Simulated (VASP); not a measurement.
Runs of VASP 6.6.1 on Ti3Al. The structure is that of space group P-6m2 (No. 187), or close to it. The cells are those of the table. 

```tsv
cell	further INCAR settings	gap on the mesh (eV)	pressure (GPa)	largest force (eV/Å)
a = 2.704, b = 2.704, c = 9.637 Å, angles 90.0, 90.0, 120.0°, 4 atoms	ALGO = Fast; EDIFF = 1e-07; NBANDS = 28	none	10.2	0.50
a = 3.049, b = 3.049, c = 8.022 Å, angles 90.0, 90.0, 120.0°, 4 atoms	ALGO = Fast; EDIFF = 1e-06; NBANDS = 28	none	(b)	0.05
a = 2.796, b = 2.796, c = 10.585 Å, angles 90.0, 90.0, 120.0°, 4 atoms	ALGO = Fast; EDIFF = 1e-07; NBANDS = 28	none	-7.3	0.37
a = 3.015, b = 3.015, c = 8.428 Å, angles 90.0, 90.0, 120.0°, 4 atoms	ALGO = Fast; EDIFF = 1e-06; NBANDS = 28	none	1.4	0.09
a = 3.031, b = 3.031, c = 9.004 Å, angles 90.0, 90.0, 120.0°, 4 atoms	ALGO = Fast; EDIFF = 1e-07; NBANDS = 28	none	-7.3	0.12
a = 2.725, b = 2.725, c = 10.317 Å, angles 90.0, 90.0, 120.0°, 4 atoms	ALGO = Fast; EDIFF = 1e-07; NBANDS = 28	none	(a)	0.52
a = 2.874, b = 2.874, c = 8.535 Å, angles 90.0, 90.0, 120.0°, 4 atoms	ALGO = Fast; EDIFF = 1e-07; NBANDS = 28	none	11.9	0.08
a = 3.156, b = 3.156, c = 8.305 Å, angles 90.0, 90.0, 120.0°, 4 atoms	ALGO = Fast; EDIFF = 1e-07; NBANDS = 28	none	-5.5	0.05
```

Alike in all rows: task single point; level PBEsol; potentials or basis VASP PAW PBE potentials, release 64 (Ti_sv, Al); no spin polarisation; k mesh 18 × 18 × 6; cutoff (eV) 520; smearing gaussian 0.15 eV.

Problem. Fill in the values left out.

Solution. (a) -0.2; (b) 5.6.

Caveats: the PAW data sets were made with another functional, which shifts forces and pressure a little; the cell stands under pressure (at least some runs); the cell stands under tension (at least some runs).

A gap of «none» marks levels without a gap at the run's occupations.
